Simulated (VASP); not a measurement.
# GaN (F-43m) in VASP: a series of runs, part 2 of 2

VASP 6.6.1. The steps go on from the part before.

## (3) Single point, RPBE

INCAR reads:

```
  PREC = Accurate
  ENCUT = 600
  EDIFF = 1E-6
  ISMEAR = 0
  SIGMA = 0.01
  LREAL = False
  LASPH = True
  NELM = 120
  ALGO = Normal
  ISIF = 2
  LWAVE = False
  LCHARG = False
  GGA = RP
  NBANDS = 16
  GGA_COMPAT = False
```

KPOINTS reads:

```
regular mesh
0
Gamma
  8 8 8
```

POSCAR reads:

```
GaN
1.0
    0.0000000000      2.2535000000      2.2535000000
    2.2535000000      0.0000000000      2.2535000000
    2.2535000000      2.2535000000      0.0000000000
Ga N
1 1
Direct
    0.0000000000      0.0000000000      0.0000000000
    0.2500000000      0.2500000000      0.2500000000
```

Potentials or basis: VASP PAW PBE potentials, release 64 (Ga_d, N).

Command:

```sh
$ cat potpaw_PBE.64/Ga_d/POTCAR potpaw_PBE.64/N/POTCAR > POTCAR
$ mpirun -np 1 vasp_std > vasp.out
```

OUTCAR:

```text
PREC = Accurate
   ENCUT = 600
   EDIFF = 1E-6
   ISMEAR = 0
   LREAL = False
   LASPH = True
   NELM = 120
   ISIF = 2
   GGA = RP

 ion  position               nearest neighbor table
   1  0.000  0.000  0.000-   2 1.95   2 1.95   2 1.95   2 1.95
   2  0.250  0.250  0.250-   1 1.95   1 1.95   1 1.95   1 1.95

  LATTYP: Found a face centered cubic cell.
 ALAT       =     4.5070000000

  Lattice vectors:

 A1 = (   0.0000000000,   2.2535000000,   2.2535000000)
 A2 = (   2.2535000000,   0.0000000000,   2.2535000000)
 A3 = (   2.2535000000,   2.2535000000,   0.0000000000)

Analysis of symmetry for initial positions (statically):
=====================================================================
 Subroutine PRICEL returns:
 Original cell was already a primitive cell.

 Routine SETGRP: Setting up the symmetry group for a
 face centered cubic supercell.

 Subroutine GETGRP returns: Found 24 space group operations
 (whereof 24 operations were pure point group operations)
 out of a pool of 48 trial point group operations.

The static configuration has the point symmetry T_d .

Analysis of symmetry for dynamics (positions and initial velocities):
[... 160 lines left out ...]
 E-fermi :   5.4579     XC(G=0): -11.4735

 val. band max:        5.4161044809   @ k =   0.0000   0.0000   0.0000
 cond. band min:       7.1926786007   @ k =   0.0000   0.0000   0.0000
 fundamental gap:      1.7765741197
 Fermi energy:         5.4578880223

 k-point     1 :       0.0000    0.0000    0.0000
  band No.  band energies     occupation
      1     -10.5565      2.00000
      2      -8.0303      2.00000
      3      -8.0303      2.00000
      4      -8.0303      2.00000
      5      -7.7111      2.00000
      6      -7.7111      2.00000
[... 433 lines left out ...]
      3      -7.8644      2.00000
      4      -7.7302      2.00000
      5      -7.6782      2.00000
      6      -6.1856      2.00000
[... 8 lines left out ...]
     15      24.2947      0.00000
     16      26.5789      0.00000

 [... further k-points ...]

------------------------ aborting loop because EDIFF is reached ----------------------------------------

  FORCE on cell =-STRESS in cart. coord.  units (eV):
  Direction    XX          YY          ZZ          XY          YZ          ZX
  --------------------------------------------------------------------------------------
  -------------------------------------------------------------------------------------
  Total        1.2679126      1.2679126      1.2679126      0.0000000      0.0000000      0.0000000
  in kB       88.7558958     88.7558958     88.7558958      0.0000000      0.0000000      0.0000000
  external PRESSURE =      88.7558958 kB  Pullay stress =       0.0000000 kB

 VOLUME and BASIS-vectors are now :
 -----------------------------------------------------------------------------
  energy-cutoff  :      600.00
  volume of cell :       22.89
      direct lattice vectors                 reciprocal lattice vectors
     0.000000000  2.253500000  2.253500000    -0.221877080  0.221877080  0.221877080
     2.253500000  0.000000000  2.253500000     0.221877080 -0.221877080  0.221877080
     2.253500000  2.253500000  0.000000000     0.221877080  0.221877080 -0.221877080

 POSITION                                       TOTAL-FORCE (eV/Angst)
 -----------------------------------------------------------------------------------
      0.00000      0.00000      0.00000         0.000000      0.000000     -0.000000
      1.12675      1.12675      1.12675        -0.000000     -0.000000      0.000000
 -----------------------------------------------------------------------------------
    total drift:                                0.000000      0.000000      0.000000

  FREE ENERGIE OF THE ION-ELECTRON SYSTEM (eV)
  ---------------------------------------------------
  free  energy   TOTEN  =       -11.3040874234 eV

  energy  without entropy=      -11.3040874234  energy(sigma->0) =      -11.30408742
```

OSZICAR:

```text
N       E                     dE             d eps       ncg     rms          rms(c)
DAV:   1     0.948169421186E+02    0.94817E+02   -0.10052E+04  1000   0.220E+03
DAV:   2    -0.591855570297E+01   -0.10074E+03   -0.92997E+02  1008   0.369E+02
DAV:   3    -0.131772855099E+02   -0.72587E+01   -0.72163E+01  1144   0.791E+01
DAV:   4    -0.132692686399E+02   -0.91983E-01   -0.91963E-01  1120   0.971E+00
DAV:   5    -0.132704180370E+02   -0.11494E-02   -0.11494E-02  1200   0.102E+00    0.771E+00
DAV:   6    -0.112859562533E+02    0.19845E+01   -0.47925E+00  1408   0.394E+01    0.271E+00
DAV:   7    -0.113033856308E+02   -0.17429E-01   -0.33028E-01   984   0.645E+00    0.177E+00
DAV:   8    -0.113071982355E+02   -0.38126E-02   -0.52197E-02  1048   0.345E+00    0.696E-01
DAV:   9    -0.113036406991E+02    0.35575E-02   -0.13837E-02  1360   0.289E+00    0.188E-01
DAV:  10    -0.113041995024E+02   -0.55880E-03   -0.19770E-03  1104   0.690E-01    0.949E-02
DAV:  11    -0.113040736024E+02    0.12590E-03   -0.40433E-04  1288   0.320E-01    0.160E-02
DAV:  12    -0.113040878798E+02   -0.14277E-04   -0.52928E-05  1016   0.806E-02    0.162E-02
DAV:  13    -0.113040874234E+02    0.45647E-06   -0.24598E-06  1192   0.222E-02
   1 F= -.11304087E+02 E0= -.11304087E+02  d E =-.864758E-12
```

stdout:

```text
POSCAR found type information on POSCAR GaN
 POSCAR found :  2 types and       2 ions
 scaLAPACK will be used
 -----------------------------------------------------------------------------
|                                                                             |
|                                                                             |
|     You enforced a specific xc type in the INCAR file but a different       |
|     I HOPE YOU KNOW WHAT YOU ARE DOING!                                     |
|                                                                             |
 -----------------------------------------------------------------------------

 LDA part: xc-table for (Slater+PW92), standard interpolation
 POSCAR, INCAR and KPOINTS ok, starting setup
 FFT: planning ... GRIDC
 FFT: planning ... GRID_SOFT
 FFT: planning ... GRID
 WAVECAR not read
 entering main loop
```

Run time: 7.8 s. Hardware: 1 thread of Intel Xeon 6975P-C (Granite Rapids), shared host; peak memory 0.16 GiB.

What came out:

| Quantity | Value |
| --- | --- |
| Free energy | -11.3041 eV |
| Pressure | 8.9 GPa |
| Band gap on the k mesh | 1.78 eV |

Caveat: the cell stands under pressure; the PAW data sets were made with another functional, which shifts forces and pressure a little.

## (4) Single point, PBE

INCAR reads:

```
PREC = Accurate
ENCUT = 600
EDIFF = 1E-6
ISMEAR = 0
SIGMA = 0.01
LREAL = F
LASPH = T
NELM = 120
ALGO = Normal
ISIF = 2
LWAVE = F
LCHARG = F
GGA = PE
NBANDS = 16
GGA_COMPAT = F
```

KPOINTS reads:

```
Automatic mesh
0
Gamma
  8 8 8
```

POSCAR is that of step 3.

Command:

```sh
$ cat potpaw_PBE.64/Ga_d/POTCAR potpaw_PBE.64/N/POTCAR > POTCAR
$ mpirun -np 1 vasp_std > vasp.out
```

Run time: 7.9 s. Hardware: 1 thread of Intel Xeon 6975P-C (Granite Rapids), shared host; peak memory 0.16 GiB.

It converged, with:

- Free energy: -12.1442 eV
- Pressure: 4.9 GPa
- Band gap on the k mesh: 1.72 eV

Levels at points of the mesh, in eV from the valence-band top:
```tsv
k point	band 6	band 7	band 8	band 9	band 10	band 11	band 12	band 13
(0.00, 0.00, 0.00)	-13.12	0.00	0.00	0.00	1.72	10.30	10.30	10.30
(0.50, 0.00, 0.00)	-11.88	-7.04	-0.97	-0.97	4.64	8.73	10.37	10.37
(0.50, 0.50, 0.00)	-11.45	-6.12	-2.70	-2.70	3.35	6.66	11.71	13.96
```

Caveat: the cell stands under pressure.

## (5) Single point, LDA

INCAR reads:

```
SYSTEM = GaN
ALGO = Normal ; EDIFF = 1E-6
ENCUT = 600 ; GGA = CA
GGA_COMPAT = .FALSE. ; ISIF = 2
ISMEAR = 0 ; LASPH = .TRUE.
LCHARG = .FALSE. ; LREAL = .FALSE.
LWAVE = .FALSE. ; NBANDS = 16
NELM = 120 ; PREC = Accurate
SIGMA = 0.01
```

KPOINTS reads:

```
k-points
0
G
  8 8 8
  0 0 0
```

POSCAR is that of step 4.

Potentials or basis: VASP PAW LDA potentials, release 64 (Ga_d, N).

Command:

```sh
$ cat potpaw_LDA.64/Ga_d/POTCAR potpaw_LDA.64/N/POTCAR > POTCAR
$ mpirun -np 1 vasp_std > vasp.out
```

It took 6.9 s on 1 thread of Intel Xeon 6975P-C (Granite Rapids), shared host; peak memory 0.14 GiB.

Results (log left out):

```
Free energy            : -13.9329 eV
Pressure               : -5.6 GPa
Band gap on the k mesh : 1.75 eV
```

Levels at points of the mesh, in eV from the valence-band top:
```
           k point  band 7  band 8  band 9  band 10  band 11  band 12
(0.00, 0.00, 0.00)    0.00    0.00    0.00     1.75    10.11    10.11
(0.50, 0.00, 0.00)   -7.12   -0.98   -0.98     4.54     8.60    10.20
(0.50, 0.50, 0.00)   -6.20   -2.73   -2.73     3.25     6.48    11.50
```

Caveat: the cell stands under tension.

## (6) Single point, r2SCAN

POSCAR is that of step 5.

INCAR.step1 reads:

```
PREC = Accurate ; ENCUT = 660
ISMEAR = 0 ; SIGMA = 0.01
LREAL = False ; LASPH = True
NELM = 120 ; NBANDS = 16
GGA = PE ; ALGO = Normal
EDIFF = 1E-5 ; LWAVE = True
LCHARG = False ; GGA_COMPAT = False
```

INCAR.step2 reads:

```
PREC = Accurate ; ENCUT = 660
EDIFF = 1E-6 ; ISMEAR = 0
SIGMA = 0.01 ; LREAL = False
LASPH = True ; NELM = 120
ALGO = Normal ; ISIF = 2
LWAVE = False ; LCHARG = False
METAGGA = R2SCAN ; LMIXTAU = True
NBANDS = 16 ; ISTART = 1
GGA_COMPAT = False
```

KPOINTS reads:

```
regular mesh
0
Gamma
  8 8 8
```

Potentials or basis: VASP PAW PBE potentials, release 64 (Ga_d, N).

Command:

```sh
$ cat potpaw_PBE.64/Ga_d/POTCAR potpaw_PBE.64/N/POTCAR > POTCAR
$ cp INCAR.step1 INCAR
$ mpirun -np 1 vasp_std > vasp.out
$ cp INCAR.step2 INCAR
$ mpirun -np 1 vasp_std > vasp.out
```

It took 33 s on 1 thread of Intel Xeon 6975P-C (Granite Rapids), shared host; peak memory 0.17 GiB.

Results (log left out):

```
Free energy            : -21.8978 eV
Pressure               : -0.1 GPa
Band gap on the k mesh : 2.12 eV
```

Levels at points of the mesh, in eV from the valence-band top:
| k point | band 5 | band 6 | band 7 | band 8 | band 9 | band 10 | band 11 | band 12 | band 13 | band 14 |
| --- | --- | --- | --- | --- | --- | --- | --- | --- | --- | --- |
| (0.00, 0.00, 0.00) | -13.48 | -13.48 | 0.00 | 0.00 | 0.00 | 2.12 | 11.00 | 11.00 | 11.00 | 18.55 |
| (0.50, 0.00, 0.00) | -13.44 | -12.35 | -7.16 | -1.00 | -1.00 | 5.16 | 9.44 | 11.00 | 11.00 | 16.50 |
| (0.50, 0.50, 0.00) | -13.40 | -11.97 | -6.22 | -2.78 | -2.78 | 3.77 | 7.24 | 12.58 | 14.94 | 14.94 |

Caveat: the PAW data sets were made with another functional, which shifts forces and pressure a little.

## (7) Summary

```tsv
level	potentials or basis	cutoff (eV)	gap on the mesh (eV)	pressure (GPa)
PBEsol	VASP PAW PBE potentials, release 64 (Ga_d, N)	600	1.68	-1.5
RPBE	VASP PAW PBE potentials, release 64 (Ga_d, N)	600	1.78	8.9
PBE	VASP PAW PBE potentials, release 64 (Ga_d, N)	600	1.72	4.9
LDA	VASP PAW LDA potentials, release 64 (Ga_d, N)	600	1.75	-5.6
r2SCAN	VASP PAW PBE potentials, release 64 (Ga_d, N)	660	2.12	-0.1
```

Alike in all rows: task single point; no spin polarisation; cell as given; k mesh 8 × 8 × 8; smearing gaussian 0.01 eV.

Caveats: the PAW data sets were made with another functional, which shifts forces and pressure a little (at least some runs); the cell stands under pressure (at least some runs); the cell stands under tension (at least some runs).

Total energies depend on the potentials used, so only differences within one code and one set of settings carry meaning.
